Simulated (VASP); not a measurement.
A run of VASP 6.6.1:

The input INCAR:

```
SYSTEM = MgO
PREC = Accurate
ENCUT = 600
EDIFF = 1E-6
ISMEAR = 0
SIGMA = 0.01
LREAL = .False.
LASPH = .True.
NELM = 120
ALGO = Normal
ISIF = 2
LWAVE = .False.
LCHARG = .False.
GGA = PE
NBANDS = 16
GGA_COMPAT = .False.
```

Contents of KPOINTS:

```
Automatic mesh
0
Gamma
  6 6 4
  0 0 0
```

The input POSCAR:

```
MgO
1.0
    3.4840796084      0.0000000000      0.0000000000
   -1.7420398042      3.0173014497      0.0000000000
    0.0000000000      0.0000000000      4.1853171300
Mg O
2 2
Direct
    0.6666666667      0.3333333333      0.7500000000
    0.3333333333      0.6666666667      0.2500000000
    0.6666666667      0.3333333333      0.2500000000
    0.3333333333      0.6666666667      0.7500000000
```

Potentials or basis: VASP PAW PBE potentials, release 64 (Mg, O).

Command:

```bash
$ cat potpaw_PBE.64/Mg/POTCAR potpaw_PBE.64/O/POTCAR > POTCAR
$ mpirun -np 1 vasp_std > vasp.out
```

Hardware: 1 thread of Intel(R) Xeon(R) Platinum 8488C (Sapphire Rapids), on a shared host.

**Question.** How long does it take, and how much memory?

**Answer.** It took 12 s on 1 thread of Intel(R) Xeon(R) Platinum 8488C (Sapphire Rapids), with other jobs on the host, peak memory 0.17 GiB. Counts: scf iterations 13, k points 21.
